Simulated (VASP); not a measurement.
**K2S: single point with PBE**

Crystal: K2S.

```
CELL_PARAMETERS angstrom
0.00000 3.69550 3.69550
3.69550 0.00000 3.69550
3.69550 3.69550 0.00000
ATOMIC_POSITIONS crystal
K 0.25000 0.25000 0.25000
K 0.75000 0.75000 0.75000
S 0.00000 0.00000 0.00000
```

- Program: VASP 6.6.1
- Task: single point
- Functional: PBE
- Potentials or basis: VASP PAW PBE potentials, release 64 (K_sv, S)
- Cutoff: 500 eV
- k mesh: 5 × 5 × 5
- Occupations: fermi-dirac, width 0.0272 eV
- Spin: no spin polarisation
- Dipole correction: no
- Further INCAR settings: ALGO = Normal; EDIFF = 1e-06; NBANDS = 19

```yaml
Pressure: 0.6 GPa
Band_gap_on_the_k_mesh: 2.40 eV (least direct gap 2.59 eV)
```

Levels at points of the mesh, in eV from the valence-band top:
| k point | band 8 | band 9 | band 10 | band 11 | band 12 | band 13 | band 14 | band 15 | band 16 | band 17 |
| --- | --- | --- | --- | --- | --- | --- | --- | --- | --- | --- |
| (0.00, 0.00, 0.00) | -12.55 | -9.61 | -0.19 | -0.19 | -0.19 | 2.40 | 5.48 | 5.48 | 7.50 | 7.50 |

It took 15 s on 1 thread of Intel(R) Xeon(R) 6975P-C (Granite Rapids) (shared host), peak memory 0.23 GiB.

Caveat: an odd mesh through Γ misses points on the zone boundary, where band edges can lie. Expect the measured gap to be larger: semilocal functionals such as PBE lack the derivative discontinuity.
